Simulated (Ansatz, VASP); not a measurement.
**One calculation of Si2Mo, two programs**

```
Mo Si
1.0
    -1.60000    1.60000    3.93050
     1.60000   -1.60000    3.93050
     1.60000    1.60000   -3.93050
Mo Si
1 2
Direct
  0.00000 0.00000 0.00000
  0.66700 0.66700 0.00000
  0.33300 0.33300 0.00000
```

Alike in both runs: functional LDA; k mesh 12 × 12 × 12; occupations fermi-dirac, width 0.05 eV; no spin polarisation.

|  | VASP | Ansatz |
| --- | --- | --- |
| version | VASP 6.6.1 | Ansatz 0.2.0 |
| potentials or method | VASP PAW LDA potentials, release 64 (Mo_sv, Si) | Ansatz PAW |
| plane-wave cutoff (eV) | 520 | 420 |
| valence electrons in the cell | 22 | 22 |
| task | single point | band structure |

```csv
,VASP,Ansatz,Ansatz less VASP
gap on the k mesh at the Fermi level (eV),none,none,-
pressure (GPa),-5.5,-6.1,-0.59
"traceless stress, the component that is largest in VASP (GPa)",-1.22,-1.27,-0.051
rms of the force components (eV/Å),0.172,0.177,+0.0050
```

LDA's correlation is that of Perdew and Zunger in VASP and of Perdew and Wang (1992) in Ansatz. Atom by atom the forces differ by 0.005 eV/Å (rms over components). A gap of «none» marks a metal or a gap that the smearing closes.
